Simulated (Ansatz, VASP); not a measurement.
# TiCo3 in VASP and in Ansatz

File POSCAR:

```
TiCo3
1.0
    3.6140000000      0.0000000000      0.0000000000
    0.0000000000      3.6140000000      0.0000000000
    0.0000000000      0.0000000000      3.6140000000
Ti Co
1 3
Direct
    0.0000000000      0.0000000000      0.0000000000
    0.0000000000      0.5000000000      0.5000000000
    0.5000000000      0.0000000000      0.5000000000
    0.5000000000      0.5000000000      0.0000000000
```

The input INCAR.step1:

```
PREC = Accurate
ENCUT = 520
ISMEAR = -1
SIGMA = 0.01
LREAL = F
LASPH = T
NELM = 150
ISPIN = 2
MAGMOM = -0.74 1.48 1.48 1.48
LMAXMIX = 4
NBANDS = 32
GGA = PE
ALGO = Normal
EDIFF = 1E-4
LWAVE = T
LCHARG = F
```

INCAR.step2

```
PREC = Accurate
ENCUT = 520
EDIFF = 1E-6
ISMEAR = -1
SIGMA = 0.01
LREAL = F
LASPH = T
NELM = 150
ALGO = Normal
ISIF = 2
LWAVE = F
LCHARG = F
ISPIN = 2
MAGMOM = -0.74 1.48 1.48 1.48
LORBIT = 11
LMAXMIX = 4
METAGGA = R2SCAN
LMIXTAU = T
NBANDS = 32
ISTART = 1
```

File KPOINTS:

```
Automatic mesh
0
Gamma
  12 12 12
```

Input for Ansatz:

```yaml
crystal:
  lattice:
    - [3.614, 0.0, 0.0]
    - [0.0, 3.614, 0.0]
    - [0.0, 0.0, 3.614]
  atoms:
    - { symbol: Ti, position: [0.0, 0.0, 0.0], spin: -0.74 }
    - { symbol: Co, position: [0.0, 0.5, 0.5], spin: 1.48 }
    - { symbol: Co, position: [0.5, 0.0, 0.5], spin: 1.48 }
    - { symbol: Co, position: [0.5, 0.5, 0.0], spin: 1.48 }
basis:
  ecutwfc: 500
kpoints:
  mp_grid: { grid: [12, 12, 12] }
hamiltonian:
  xc: r2scan
scf:
  occupations: { method: fermi_dirac, width: 0.01 }
output:
  forces: true
  stress: true
  eigenvalues: true
  populations: true
magnetization:
  spin_polarized: true
```

Alike in both runs: task single point; functional r2SCAN; k mesh 12 × 12 × 12; occupations fermi-dirac, width 0.01 eV; collinear spin.

|  | VASP | Ansatz |
| --- | --- | --- |
| version | VASP 6.6.1 | Ansatz 0.2.0 |
| potentials or method | VASP PAW PBE potentials, release 64 (Ti_sv, Co), cutoff 520 eV | scalar-relativistic, plane waves, PAW |
| valence electrons in the cell | 39 | 63 |

|  | VASP | Ansatz | Ansatz less VASP |
| --- | --- | --- | --- |
| gap on the k mesh at the Fermi level (eV) | none | none | - |
| pressure (GPa) | -4.0 | -4.3 | -0.34 |
| net moment per atom (μB) | 0.71 | 0.71 | 0.000 |
| size of the moment on the site where the two differ most (μB) | 0.73 | 0.68 | -0.059 |

VASP's potentials were made for PBE, not for r2SCAN. Site moments also hang on the region over which each program counts them. A gap of «none» marks a metal or a gap that the smearing closes. VASP's potentials hold 39 valence electrons a cell and Ansatz's 63, so a difference there can come from the potentials and not from the codes. Ansatz's warnings: stability check not made.
